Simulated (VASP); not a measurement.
# Pt (Pm-3m) in VASP: further runs

The runs below take Pt through single point, with revPBE.

All numbers are computed with VASP 6.6.1; they aren't measurements. Logs are shortened: lines on timing, memory, paths and dates and some standing lists are left out, and cuts for length are marked.

## (1) The cell of the first run

The structure is cubic, space group Pm-3m (No. 221). Conventional cell: a = 2.638 Å, b = 2.638 Å, c = 2.638 Å, α = 90.00°, β = 90.00°, γ = 90.00°. Within 3.5 Å of Pt (site symmetry m-3m) lie 6 Pt at 2.64 Å.

## (2) Single point, revPBE

The input, INCAR:

```
SYSTEM = Pt
  PREC = Accurate
  ENCUT = 520
  EDIFF = 1E-6
  ISMEAR = -1
  SIGMA = 0.1
  LREAL = .False.
  LASPH = .True.
  NELM = 60
  ALGO = Normal
  ISIF = 2
  LWAVE = .False.
  LCHARG = .False.
  GGA = RE
  NBANDS = 11
```

The input, KPOINTS:

```
Automatic mesh
0
Gamma
  13 13 13
  0 0 0
```

The input, POSCAR:

```
Pt
1.0
    2.6378003548      0.0000000000      0.0000000000
    0.0000000000      2.6378003548      0.0000000000
    0.0000000000      0.0000000000      2.6378003548
Pt
1
Direct
    0.0000000000      0.0000000000      0.0000000000
```

Potentials or basis: VASP PAW PBE potentials, release 64 (Pt).

Launch:

```console
> cat potpaw_PBE.64/Pt/POTCAR > POTCAR
> mpirun -np 1 vasp_std > vasp.out
```

OUTCAR:

```text
SYSTEM = Pt
   PREC = Accurate
   ENCUT = 520
   EDIFF = 1E-6
   ISMEAR = -1
   LREAL = .False.
   LASPH = .True.
   NELM = 60
   ISIF = 2
   GGA = RE

 ion  position               nearest neighbor table
   1  0.000  0.000  0.000-

  LATTYP: Found a simple cubic cell.
 ALAT       =     2.6378003548

  Lattice vectors:

 A1 = (   2.6378003548,   0.0000000000,   0.0000000000)
 A2 = (   0.0000000000,   2.6378003548,   0.0000000000)
 A3 = (   0.0000000000,   0.0000000000,   2.6378003548)

Analysis of symmetry for initial positions (statically):
=====================================================================
 Subroutine PRICEL returns:
 Original cell was already a primitive cell.

 Routine SETGRP: Setting up the symmetry group for a
 simple cubic supercell.

 Subroutine GETGRP returns: Found 48 space group operations
 (whereof 48 operations were pure point group operations)
 out of a pool of 48 trial point group operations.

The static configuration has the point symmetry O_h .

Analysis of symmetry for dynamics (positions and initial velocities):
=====================================================================
 Subroutine PRICEL returns:
 Original cell was already a primitive cell.

 Routine SETGRP: Setting up the symmetry group for a
 simple cubic supercell.

 Subroutine GETGRP returns: Found 48 space group operations
 (whereof 48 operations were pure point group operations)
 out of a pool of 48 trial point group operations.

The dynamic configuration has the point symmetry O_h .

 Subroutine INISYM returns: Found 48 space group operations
 (whereof 48 operations are pure point group operations),
 and found     1 'primitive' translations

----------------------------------------------------------------------------------------

                                     Primitive cell

  volume of cell :      18.3538

  direct lattice vectors                    reciprocal lattice vectors
     2.637800355  0.000000000  0.000000000     0.379103748  0.000000000  0.000000000
     0.000000000  2.637800355  0.000000000     0.000000000  0.379103748  0.000000000
     0.000000000  0.000000000  2.637800355     0.000000000  0.000000000  0.379103748

  length of vectors
[... 81 lines left out ...]
   LREAL  =      F    real-space projection
   EDIFFG = 0.1E-04   stopping-criterion for IOM
   NSW    =      0    number of steps for IOM
   IBRION =     -1    ionic relax: 0-MD 1-quasi-New 2-CG
   NFREE  =      0    steps in history (QN), initial steepest desc. (CG)
   ISIF   =      2    stress and relaxation
   ISYM   =      2    0-nonsym 1-usesym 2-fastsym
   POTIM  = 0.5000    time-step for ionic-motion
   TEBEG  =    0.0;   TEEND  =   0.0 temperature during run
   PSTRESS=    0.0 pullay stress
   NELECT =      10.0000    total number of electrons
   NUPDOWN=      -1.0000    fix difference up-down
   EMIN   =  10.00;   EMAX   =-10.00  energy-range for DOS
   EFERMI =   0.00;   METHOD = LEGACY
   ISMEAR =    -1;   SIGMA  =   0.10  broadening in eV -4-tet -1-fermi 0-gaus
   EFERMI_NEDOS =   21; number of points for ismear=-14 and -15
   IALGO  =     38    algorithm
   IMIX   =      4    mixing-type and parameters
     AMIX     =   0.40;   BMIX     =  1.00
     AMIX_MAG =   1.60;   BMIX_MAG =  1.00
  volume/ion in A,a.u.               =      18.35       123.86
  Fermi-wavevector in a.u.,A,eV,Ry     =   1.337107  2.526766 24.325255  1.787856
  Thomas-Fermi vector in A             =   2.465682
   LORBIT       =      0    0 simple, 1 ext, 2 COOP (PROOUT), +10 PAW based schemes
   GGA     = RE    functional components
   LHFCALC =     F    Hartree Fock is set to
   AEXX    =    0.0000 exact exchange contribution
   IVDW    =     0    specifies the selected vdW correction
   LEPSILON=     F    determine dielectric tensor
   LRPA    =     F    only Hartree local field effects (RPA)
 non-spin polarized calculation
  energy-cutoff  :      520.00
  volume of cell :       18.35
 maximum number of plane-waves:       505
 NGX is ok and might be reduce to    20
   NGX =  9   NGY =  9   NGZ =  9

 number of electron      10.0000001 magnetization

 Free energy of the ion-electron system (eV)
  ---------------------------------------------------
  ext. energy  EPLUGINS =         0.00000000
  ---------------------------------------------------
  free energy    TOTEN  =        -5.17497024 eV

  energy without entropy =       -5.13141509  energy(sigma->0) =       -5.15319266

 E-fermi :   8.0454     XC(G=0): -12.1222

 val. band max:        8.0262534519   @ k =   0.0769   0.0769   0.0769
 cond. band min:       8.0475875841   @ k =   0.1538   0.0769   0.0769
 fundamental gap:      0.0213341322
 Fermi energy:         8.0454111771

 k-point     1 :       0.0000    0.0000    0.0000
  band No.  band energies     occupation
      1      -0.1897      2.00000
      2       2.5308      2.00000
      3       2.5308      2.00000
      4       8.2843      0.16811
      5       8.2843      0.16811
      6       8.2843      0.16810
      7      23.1252      0.00000
      8      23.1252      0.00000
      9      23.1252      0.00000
     10      28.7338      0.00000
     11      31.3959      0.00000
[... 309 lines left out ...]
 k-point    24 :       0.3846    0.3077    0.0000
  band No.  band energies     occupation
      1       3.0357      2.00000
      2       3.4555      2.00000
      3       6.4271      2.00000
      4       6.6792      2.00000
      5       7.1049      1.99984
      6       8.5983      0.00791
      7      15.2317      0.00000
      8      19.8460      0.00000
      9      24.5760      0.00000
     10      28.7980      0.00000
     11      31.5179      0.00000

 [... further k-points ...]

------------------------ aborting loop because EDIFF is reached ----------------------------------------

  FORCE on cell =-STRESS in cart. coord.  units (eV):
  Direction    XX          YY          ZZ          XY          YZ          ZX
  --------------------------------------------------------------------------------------
  -------------------------------------------------------------------------------------
  Total       -0.0517981     -0.0517981     -0.0517981     -0.0000000     -0.0000000      0.0000000
  in kB       -4.5216677     -4.5216677     -4.5216677     -0.0000000     -0.0000000      0.0000000
  external PRESSURE =      -4.5216677 kB  Pullay stress =       0.0000000 kB

 VOLUME and BASIS-vectors are now :
 -----------------------------------------------------------------------------
  energy-cutoff  :      520.00
  volume of cell :       18.35
      direct lattice vectors                 reciprocal lattice vectors
     2.637800355  0.000000000  0.000000000     0.379103748  0.000000000  0.000000000
     0.000000000  2.637800355  0.000000000     0.000000000  0.379103748  0.000000000
     0.000000000  0.000000000  2.637800355     0.000000000  0.000000000  0.379103748

 POSITION                                       TOTAL-FORCE (eV/Angst)
 -----------------------------------------------------------------------------------
      0.00000      0.00000      0.00000         0.000000      0.000000      0.000000
 -----------------------------------------------------------------------------------
    total drift:                                0.000000      0.000000      0.000000

  FREE ENERGIE OF THE ION-ELECTRON SYSTEM (eV)
  ---------------------------------------------------
  free  energy   TOTEN  =        -5.1749702369 eV

  energy  without entropy=       -5.1314150901  energy(sigma->0) =       -5.15319266
```

stdout:

```text
POSCAR found type information on POSCAR Pt
 POSCAR found :  1 types and       1 ions
 scaLAPACK will be used
 -----------------------------------------------------------------------------
|                                                                             |
|                                                                             |
|     You enforced a specific xc type in the INCAR file but a different       |
|     I HOPE YOU KNOW WHAT YOU ARE DOING!                                     |
|                                                                             |
 -----------------------------------------------------------------------------

 LDA part: xc-table for (Slater+PW92), standard interpolation
 POSCAR, INCAR and KPOINTS ok, starting setup
 FFT: planning ... GRIDC
 FFT: planning ... GRID_SOFT
 FFT: planning ... GRID
 WAVECAR not read
 entering main loop
```

Wall time 4.8 s (1 thread of Intel Xeon 6975P-C (Granite Rapids), shared host); peak memory 0.13 GiB.

Results:

- Free energy: -5.1750 eV
- Pressure: -0.5 GPa
- Band gap on the k mesh: zero (band 5 reaches 9.76 eV, above the bottom of band 6 at 7.02 eV)

Caveat: the PAW data sets were made with another functional, which shifts forces and pressure a little; spin-orbit coupling is left out, which moves the levels of the heavy elements.

## (3) Single point, revPBE (volume scaled by 1.04)

The input, INCAR:

```
PREC     = Accurate       # precision mode
ENCUT    = 520            # plane-wave cutoff, eV
EDIFF    = 1E-7           # SCF threshold, eV
ISMEAR   = -1             # smearing method
SIGMA    = 0.1            # smearing width, eV
LREAL    = False          # projectors in reciprocal space
LASPH    = True           # aspherical terms in the spheres
NELM     = 100            # most SCF steps
ALGO     = Normal         # electronic algorithm
ISIF     = 2              # what is computed and relaxed
LWAVE    = False          # write WAVECAR
LCHARG   = False          # write CHGCAR
GGA      = RE             # functional
NBANDS   = 11             # bands
```

The input, KPOINTS:

```
regular mesh
0
Gamma
  13 13 13
```

The input, POSCAR:

```
Pt
1.0
    2.6725122348      0.0000000000      0.0000000000
    0.0000000000      2.6725122348      0.0000000000
    0.0000000000      0.0000000000      2.6725122348
Pt
1
Direct
    0.0000000000      0.0000000000      0.0000000000
```

Potentials or basis: VASP PAW PBE potentials, release 64 (Pt).

Launch:

```console
> cat potpaw_PBE.64/Pt/POTCAR > POTCAR
> mpirun -np 1 vasp_std > vasp.out
```

Wall time 5.1 s (1 thread of Intel Xeon 6975P-C (Granite Rapids), shared host); peak memory 0.13 GiB.

The run converged. Its results:

| Item | Value |
| --- | --- |
| Free energy | -5.1592 eV |
| Pressure | -6.4 GPa |
| Band gap on the k mesh | zero (band 5 reaches 9.05 eV, above the bottom of band 6 at 6.49 eV) |

Levels at points of the mesh, in eV from the Fermi level:
| k point | band 3 | band 4 | band 5 | band 6 | band 7 | band 8 |
| --- | --- | --- | --- | --- | --- | --- |
| (0.00, 0.00, 0.00) | -5.20 | 0.21 | 0.21 | 0.21 | 14.86 | 14.86 |

Caveat: the PAW data sets were made with another functional, which shifts forces and pressure a little; spin-orbit coupling is left out, which moves the levels of the heavy elements.

## (4) Single point, revPBE (volume scaled by 1.08)

INCAR: that of step 3 with these lines changed.

```diff
@@ -2,3 +2,3 @@
 ENCUT    = 520            # plane-wave cutoff, eV
-EDIFF    = 1E-7           # SCF threshold, eV
+EDIFF    = 1E-6           # SCF threshold, eV
 ISMEAR   = -1             # smearing method
@@ -7,3 +7,3 @@
 LASPH    = True           # aspherical terms in the spheres
-NELM     = 100            # most SCF steps
+NELM     = 60             # most SCF steps
 ALGO     = Normal         # electronic algorithm
```

KPOINTS is that of step 3.

The input, POSCAR:

```
Pt
1.0
    2.7063450953      0.0000000000      0.0000000000
    0.0000000000      2.7063450953      0.0000000000
    0.0000000000      0.0000000000      2.7063450953
Pt
1
Direct
    0.0000000000      0.0000000000      0.0000000000
```

Launch:

```console
> cat potpaw_PBE.64/Pt/POTCAR > POTCAR
> mpirun -np 1 vasp_std > vasp.out
```

Run time: 4.8 s. Hardware: 1 thread of Intel Xeon 6975P-C (Granite Rapids), shared host; peak memory 0.13 GiB.

It converged, with:

```
Free energy            : -5.1192 eV
Pressure               : -11.0 GPa
Band gap on the k mesh : zero (band 5 reaches 8.39 eV, above the bottom of band 6 at 6.00 eV)
```

Levels at points of the mesh, in eV from the Fermi level:
```tsv
k point	band 1	band 2	band 3	band 4	band 5	band 6	band 7	band 8	band 9	band 10
(0.00, 0.00, 0.00)	-7.56	-4.92	-4.92	0.18	0.18	0.18	14.65	14.65	14.65	19.86
```

Caveat: the PAW data sets were made with another functional, which shifts forces and pressure a little; spin-orbit coupling is left out, which moves the levels of the heavy elements.

## (5) Single point, revPBE (volume scaled by 1.12)

The input, INCAR:

```
PREC = Accurate ; ENCUT = 520
EDIFF = 1E-6 ; ISMEAR = -1
SIGMA = 0.1 ; LREAL = F
LASPH = T ; NELM = 80
ALGO = Normal ; ISIF = 2
LWAVE = F ; LCHARG = T
GGA = RE ; LELF = T
LVHAR = T ; NBANDS = 11
```

The input, KPOINTS:

```
Automatic mesh
0
Gamma
  13 13 13
```

The input, POSCAR:

```
Pt
1.0
    2.7393525568      0.0000000000      0.0000000000
    0.0000000000      2.7393525568      0.0000000000
    0.0000000000      0.0000000000      2.7393525568
Pt
1
Direct
    0.0000000000      0.0000000000      0.0000000000
```

Launch:

```console
> cat potpaw_PBE.64/Pt/POTCAR > POTCAR
> mpirun -np 1 vasp_std > vasp.out
```

Wall time 5.1 s (1 thread of Intel Xeon 6975P-C (Granite Rapids), shared host); peak memory 0.13 GiB.

The run converged. Its results:

```
Free energy            : -5.0607 eV
Pressure               : -14.5 GPa
Band gap on the k mesh : zero (band 5 reaches 7.79 eV, above the bottom of band 6 at 5.54 eV)
```

Levels at points of the mesh, in eV from the Fermi level:
| k point | band 2 | band 3 | band 4 | band 5 | band 6 | band 7 | band 8 | band 9 |
| --- | --- | --- | --- | --- | --- | --- | --- | --- |
| (0.00, 0.00, 0.00) | -4.66 | -4.66 | 0.16 | 0.16 | 0.16 | 14.45 | 14.45 | 14.45 |

Caveat: the PAW data sets were made with another functional, which shifts forces and pressure a little; spin-orbit coupling is left out, which moves the levels of the heavy elements.

## (6) Overview

```csv
cell,gap on the mesh (eV),pressure (GPa)
"a = 2.638 Å, 1 atom",none,-0.5
"a = 2.673 Å, 1 atom",none,-6.4
"a = 2.706 Å, 1 atom",none,-11.0
"a = 2.739 Å, 1 atom",none,-14.5
```

Alike in all rows: task single point; level revPBE; potentials or basis VASP PAW PBE potentials, release 64 (Pt); no spin polarisation; k mesh 13 × 13 × 13; cutoff (eV) 520; smearing fermi-dirac 0.1 eV.

Caveats: the PAW data sets were made with another functional, which shifts forces and pressure a little; spin-orbit coupling is left out, which moves the levels of the heavy elements.

Total energies depend on the potentials used, so only differences within one code and one set of settings carry meaning.
